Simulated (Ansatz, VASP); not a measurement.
**One calculation of Te, two programs**

```
CELL_PARAMETERS angstrom
5.53069 0.00000 0.00000
-2.76534 4.78972 0.00000
0.00000 0.00000 2.96000
ATOMIC_POSITIONS crystal
Te 0.00000 0.00000 0.00000
Te 0.33333 0.66667 0.50000
Te 0.66667 0.33333 0.50000
```

Alike in both runs: task single point; functional r2SCAN; k mesh 7 × 7 × 12; occupations fermi-dirac, width 0.1 eV; no spin polarisation.

|  | VASP | Ansatz |
| --- | --- | --- |
| version | VASP 6.6.1 | Ansatz 0.2.0 |
| potentials or method | VASP PAW PBE potentials, release 64 (Te), cutoff 520 eV | plane waves (500 eV) with PAW, scalar-relativistic |
| valence electrons in the cell | 18 | 48 |

|  | VASP | Ansatz | Ansatz less VASP |
| --- | --- | --- | --- |
| pressure (GPa) | 8.8 | 8.8 | +0.04 |
| traceless stress, the component that is largest in VASP (GPa) | 3.70 | 3.66 | -0.034 |

VASP's potentials were made for PBE, not for r2SCAN. The functional is the same, so the differences come from potentials, cutoffs and numerics. VASP's potentials hold 18 valence electrons a cell and Ansatz's 48, so a difference there can come from the potentials and not from the codes.

Neither program's run includes spin-orbit coupling.
